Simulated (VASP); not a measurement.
# Rb (Fm-3m) in VASP: single point with PBE

Aim: the single point of Rb with PBE.

Program: VASP 6.6.1. These are calculated values, not measurements. Logs are shortened: lines on timing, memory, paths and dates and some standing lists are left out, and cuts for length are marked.

## (1) The cell of the first run

Symmetry: Fm-3m, No. 225, cubic system. Conventional cell: a = 7.280 Å, b = 7.280 Å, c = 7.280 Å, α = 90.00°, β = 90.00°, γ = 90.00°.

This isn't the form of Rb at room conditions, which is bcc.

## (2) Single point, PBE

Contents of POSCAR:

```
Rb
1.0
    0.0000000000      3.6398846700      3.6398846700
    3.6398846700      0.0000000000      3.6398846700
    3.6398846700      3.6398846700      0.0000000000
Rb
1
Direct
    0.0000000000      0.0000000000      0.0000000000
```

Contents of INCAR.step1:

```
SYSTEM = Rb
PREC     = Accurate       ! precision mode
ENCUT    = 400            ! plane-wave cutoff, eV
EDIFF    = 1E-6           ! SCF threshold, eV
ISMEAR   = 0              ! smearing method
SIGMA    = 0.1            ! smearing width, eV
LREAL    = .FALSE.        ! projectors in reciprocal space
LASPH    = .TRUE.         ! aspherical terms in the spheres
NELM     = 120            ! most SCF steps
ALGO     = Normal         ! electronic algorithm
ISIF     = 2              ! what is computed and relaxed
LWAVE    = .FALSE.        ! write WAVECAR
LCHARG   = .TRUE.         ! write CHGCAR
GGA      = PE             ! functional
NBANDS   = 10             ! bands
GGA_COMPAT= .FALSE.      
NEDOS    = 2001           ! points of the DOS
LORBIT   = 11             ! projections on sites
```

Contents of KPOINTS.step1:

```
Automatic mesh
0
G
  4 4 4
  0 0 0
```

Contents of INCAR.step2:

```
SYSTEM = Rb
PREC     = Accurate       ! precision mode
ENCUT    = 400            ! plane-wave cutoff, eV
EDIFF    = 1E-6           ! SCF threshold, eV
ISMEAR   = -5             ! smearing method
SIGMA    = 0.1            ! smearing width, eV
LREAL    = .FALSE.        ! projectors in reciprocal space
LASPH    = .TRUE.         ! aspherical terms in the spheres
NELM     = 120            ! most SCF steps
ALGO     = Normal         ! electronic algorithm
ISIF     = 2              ! what is computed and relaxed
LWAVE    = .FALSE.        ! write WAVECAR
LCHARG   = .FALSE.        ! write CHGCAR
GGA      = PE             ! functional
LORBIT   = 11             ! projections on sites
NBANDS   = 10             ! bands
NEDOS    = 1001           ! points of the DOS
ICHARG   = 11             ! starting density
GGA_COMPAT= .FALSE.
```

Contents of KPOINTS.step2:

```
Automatic mesh
0
G
  6 6 6
  0 0 0
```

Potentials or basis: VASP PAW PBE potentials, release 64 (Rb_sv).

Command:

```bash
$ cat potpaw_PBE.64/Rb_sv/POTCAR > POTCAR
$ cp INCAR.step1 INCAR
$ cp KPOINTS.step1 KPOINTS
$ mpirun -np 1 vasp_std > vasp.out
$ cp INCAR.step2 INCAR
$ cp KPOINTS.step2 KPOINTS
$ mpirun -np 1 vasp_std > vasp.out
```

OUTCAR:

```text
SYSTEM = Rb
   PREC = Accurate
   ENCUT = 400
   EDIFF = 1E-6
   ISMEAR = -5
   LREAL = .FALSE.
   LASPH = .TRUE.
   NELM = 120
   ISIF = 2
   GGA = PE
   LORBIT = 11
   ICHARG = 11

 ion  position               nearest neighbor table
   1  0.000  0.000  0.000-

  LATTYP: Found a face centered cubic cell.
 ALAT       =     7.2797693400

  Lattice vectors:

 A1 = (   0.0000000000,   3.6398846700,   3.6398846700)
 A2 = (   3.6398846700,   0.0000000000,   3.6398846700)
 A3 = (   3.6398846700,   3.6398846700,   0.0000000000)

Analysis of symmetry for initial positions (statically):
=====================================================================
 Subroutine PRICEL returns:
 Original cell was already a primitive cell.

 Routine SETGRP: Setting up the symmetry group for a
 face centered cubic supercell.

 Subroutine GETGRP returns: Found 48 space group operations
 (whereof 48 operations were pure point group operations)
 out of a pool of 48 trial point group operations.

The static configuration has the point symmetry O_h .

Analysis of symmetry for dynamics (positions and initial velocities):
=====================================================================
 Subroutine PRICEL returns:
 Original cell was already a primitive cell.

 Routine SETGRP: Setting up the symmetry group for a
 face centered cubic supercell.

 Subroutine GETGRP returns: Found 48 space group operations
 (whereof 48 operations were pure point group operations)
 out of a pool of 48 trial point group operations.

The dynamic configuration has the point symmetry O_h .

 Subroutine INISYM returns: Found 48 space group operations
 (whereof 48 operations are pure point group operations),
 and found     1 'primitive' translations

----------------------------------------------------------------------------------------

                                     Primitive cell

  volume of cell :      96.4479

  direct lattice vectors                    reciprocal lattice vectors
     0.000000000  3.639884670  3.639884670    -0.137366990  0.137366990  0.137366990
     3.639884670  0.000000000  3.639884670     0.137366990 -0.137366990  0.137366990
     3.639884670  3.639884670  0.000000000     0.137366990  0.137366990 -0.137366990

  length of vectors
     5.147574266  5.147574266  5.147574266     0.237926605  0.237926605  0.237926605

  position of ions in fractional coordinates (direct lattice)
     0.000000000  0.000000000  0.000000000

  ion indices of the primitive-cell ions
   primitive index   ion index
                 1           1

----------------------------------------------------------------------------------------

 KPOINTS: Automatic mesh

Automatic generation of k-mesh.
 Grid dimensions read from file:
 generate k-points for:    6    6    6

 Generating k-lattice:

  Cartesian coordinates                     Fractional coordinates (reciprocal lattice)
    -0.022894498  0.022894498  0.022894498     0.166666667  0.000000000  0.000000000
     0.022894498 -0.022894498  0.022894498     0.000000000  0.166666667  0.000000000
     0.022894498  0.022894498 -0.022894498     0.000000000  0.000000000  0.166666667

  Length of vectors
     0.039654434  0.039654434  0.039654434

  Shift w.r.t. Gamma in fractional coordinates (k-lattice)
     0.000000000  0.000000000  0.000000000

 TETIRR: Found     35 inequivalent tetrahedra from     1296

 Subroutine IBZKPT returns following result:
 ===========================================

 Found     16 irreducible k-points:

 Following reciprocal coordinates:
            Coordinates               Weight
  0.000000  0.000000  0.000000      1.000000
  0.166667  0.000000  0.000000      8.000000
  0.333333  0.000000  0.000000      8.000000
  0.500000  0.000000  0.000000      4.000000
  0.166667  0.166667  0.000000      6.000000
  0.333333  0.166667  0.000000     24.000000
[... 8 lines left out ...]
 -0.333333  0.333333  0.166667     24.000000
 -0.333333  0.500000  0.166667     12.000000
   k-points           NKPTS =     16   k-points in BZ     NKDIM =     16   number of bands    NBANDS=     10
   number of dos      NEDOS =   1001   number of ions     NIONS =      1
   total plane-waves  NPLWV =  46656
   dimension x,y,z NGX =    36 NGY =   36 NGZ =   36
   dimension x,y,z NGXF=    72 NGYF=   72 NGZF=   72
   ions per type =               1
   NGX,Y,Z   is equivalent  to a cutoff of  11.63, 11.63, 11.63 a.u.
   NGXF,Y,Z  is equivalent  to a cutoff of  23.25, 23.25, 23.25 a.u.
 SYSTEM =  Rb
   PREC   = accura    normal or accurate (medium, high low for compatibility)
   ISTART =      0    job   : 0-new  1-cont  2-samecut
   ICHARG =     11    charge: 1-file 2-atom 10-const
   ISPIN  =      1    spin polarized calculation?
   LNONCOLLINEAR =      F non collinear calculations
   LSORBIT =      F    spin-orbit coupling
   LASPH  =      T    aspherical Exc in radial PAW
   ENCUT  =  400.0 eV  29.40 Ry    5.42 a.u.   8.39  8.39  8.39*2*pi/ulx,y,z
   NELM   =    120;   NELMIN=  2; NELMDL=  0     # of ELM steps
   EDIFF  = 0.1E-05   stopping-criterion for ELM
   LREAL  =      F    real-space projection
   EDIFFG = 0.1E-04   stopping-criterion for IOM
   NSW    =      0    number of steps for IOM
   IBRION =     -1    ionic relax: 0-MD 1-quasi-New 2-CG
   NFREE  =      0    steps in history (QN), initial steepest desc. (CG)
   ISIF   =      2    stress and relaxation
   ISYM   =      2    0-nonsym 1-usesym 2-fastsym
   POTIM  = 0.5000    time-step for ionic-motion
   TEBEG  =    0.0;   TEEND  =   0.0 temperature during run
   PSTRESS=    0.0 pullay stress
   NELECT =       9.0000    total number of electrons
   NUPDOWN=      -1.0000    fix difference up-down
   EMIN   =  10.00;   EMAX   =-10.00  energy-range for DOS
   EFERMI =   0.00;   METHOD = LEGACY
   ISMEAR =    -5;   SIGMA  =   0.10  broadening in eV -4-tet -1-fermi 0-gaus
   EFERMI_NEDOS =   21; number of points for ismear=-14 and -15
   IALGO  =     38    algorithm
   IMIX   =      4    mixing-type and parameters
     AMIX     =   0.40;   BMIX     =  1.00
     AMIX_MAG =   1.60;   BMIX_MAG =  1.00
  volume/ion in A,a.u.               =      96.45       650.86
  Fermi-wavevector in a.u.,A,eV,Ry     =   0.742548  1.403213  7.501953  0.551378
  Thomas-Fermi vector in A             =   1.837453
   LORBIT       =     11    0 simple, 1 ext, 2 COOP (PROOUT), +10 PAW based schemes
   GGA     = PE    functional components
   LHFCALC =     F    Hartree Fock is set to
   AEXX    =    0.0000 exact exchange contribution
   IVDW    =     0    specifies the selected vdW correction
   LEPSILON=     F    determine dielectric tensor
   LRPA    =     F    only Hartree local field effects (RPA)
 non-spin polarized calculation
 Fermi weights with tetrahedron method with Bloechl corrections
  energy-cutoff  :      400.00
  volume of cell :       96.45
 maximum number of plane-waves:      1807
 NGX is ok and might be reduce to    36

 number of electron       9.0000000 magnetization

 Free energy of the ion-electron system (eV)
  ---------------------------------------------------
  ext. energy  EPLUGINS =         0.00000000
  ---------------------------------------------------
  free energy    TOTEN  =        -0.93693996 eV

  energy without entropy =       -0.93693996  energy(sigma->0) =       -0.93693996

 E-fermi :  -0.0839     XC(G=0):  -5.3248

 val. band max:       -0.2415022701   @ k =   0.5000   0.3333   0.1667
 cond. band min:       0.0285842319   @ k =   0.5000   0.0000   0.0000
 fundamental gap:      0.2700865020
 Fermi energy:        -0.0839309711

 k-point     1 :       0.0000    0.0000    0.0000
  band No.  band energies     occupation
      1     -29.0359      2.00000
      2     -13.0847      2.00000
      3     -13.0847      2.00000
      4     -13.0847      2.00000
      5      -2.0082      2.00000
      6       3.4289      0.00000
      7       3.4289      0.00000
      8       3.4289      0.00000
      9       4.7107      0.00000
     10       4.7107      0.00000

 k-point     2 :       0.1667    0.0000    0.0000
  band No.  band energies     occupation
      1     -29.0352      2.00000
      2     -13.1042      2.00000
      3     -13.0874      2.00000
      4     -13.0874      2.00000
      5      -1.7176      2.00000
      6       2.7277      0.00000
      7       3.5162      0.00000
      8       3.5162      0.00000
      9       4.4857      0.00000
     10       4.4857      0.00000

 k-point     3 :       0.3333    0.0000    0.0000
  band No.  band energies     occupation
      1     -29.0338      2.00000
      2     -13.1425      2.00000
      3     -13.0928      2.00000
      4     -13.0928      2.00000
      5      -0.9127      2.19453
      6       1.5561      0.00000
      7       3.3716      0.00000
      8       3.3716      0.00000
      9       4.8551      0.00000
     10       4.8614      0.00000

 k-point     4 :       0.5000    0.0000    0.0000
  band No.  band energies     occupation
      1     -29.0331      2.00000
      2     -13.1613      2.00000
      3     -13.0954      2.00000
      4     -13.0954      2.00000
      5       0.0286      0.71045
      6       0.5146      0.00000
      7       3.2292      0.00000
      8       3.2292      0.00000
      9       5.2373      0.00000
     10       5.4581      0.00000
[... 118 lines left out ...]
 k-point    14 :       0.5000    0.3333    0.1667
  band No.  band energies     occupation
      1     -29.0329      2.00000
      2     -13.1418      2.00000
      3     -13.1159      2.00000
      4     -13.1020      2.00000
      5      -0.2415      1.20457
      6       1.7257      0.00000
      7       2.0277      0.00000
      8       3.3457      0.00000
      9       4.3507      0.00000
     10       5.0238      0.00000

 k-point    15 :      -0.3333    0.3333    0.1667
  band No.  band energies     occupation
      1     -29.0324      2.00000
      2     -13.1442      2.00000
      3     -13.1252      2.00000
      4     -13.1064      2.00000
      5       0.7976     -0.21414
      6       0.8210      0.00000
      7       1.8896      0.00000
      8       2.9460      0.00000
      9       4.4389      0.00000
     10       5.2664      0.00000

 k-point    16 :      -0.3333    0.5000    0.1667
  band No.  band energies     occupation
      1     -29.0322      2.00000
      2     -13.1460      2.00000
      3     -13.1240      2.00000
      4     -13.1134      2.00000
      5       0.8844     -0.01929
      6       1.2968      0.00000
      7       1.5314      0.00000
      8       2.6317      0.00000
      9       4.7329      0.00000
     10       5.2326      0.00000

------------------------ aborting loop because EDIFF is reached ----------------------------------------

  FORCE on cell =-STRESS in cart. coord.  units (eV):
  Direction    XX          YY          ZZ          XY          YZ          ZX
  --------------------------------------------------------------------------------------
  -------------------------------------------------------------------------------------
  Total       -0.0829122     -0.0829122     -0.0829122     -0.0000000      0.0000000     -0.0000000
  in kB       -1.3773238     -1.3773238     -1.3773238     -0.0000000      0.0000000     -0.0000000
  external PRESSURE =      -1.3773238 kB  Pullay stress =       0.0000000 kB

 VOLUME and BASIS-vectors are now :
 -----------------------------------------------------------------------------
  energy-cutoff  :      400.00
  volume of cell :       96.45
      direct lattice vectors                 reciprocal lattice vectors
     0.000000000  3.639884670  3.639884670    -0.137366990  0.137366990  0.137366990
     3.639884670  0.000000000  3.639884670     0.137366990 -0.137366990  0.137366990
     3.639884670  3.639884670  0.000000000     0.137366990  0.137366990 -0.137366990

 POSITION                                       TOTAL-FORCE (eV/Angst)
 -----------------------------------------------------------------------------------
      0.00000      0.00000      0.00000         0.000000      0.000000     -0.000000
 -----------------------------------------------------------------------------------
    total drift:                               -0.000000      0.000000      0.000000

  FREE ENERGIE OF THE ION-ELECTRON SYSTEM (eV)
  ---------------------------------------------------
  free  energy   TOTEN  =        -0.9369399597 eV

  energy  without entropy=       -0.9369399597  energy(sigma->0) =       -0.93693996

 total charge

# of ion       s       p       d       tot
------------------------------------------
    1        1.964   5.325   0.004   7.293
```

Wall time 6.2 s (1 thread of Intel Xeon Platinum 8481C at 2.70GHz (Sapphire Rapids), shared host); peak memory 0.19 GiB.

What came out:

- Valence electrons inside the program's atomic spheres: Rb 7.29

Caveat: the k points lie up to 0.37 Å⁻¹ apart; tetrahedron occupations give inexact forces and stress in metals.
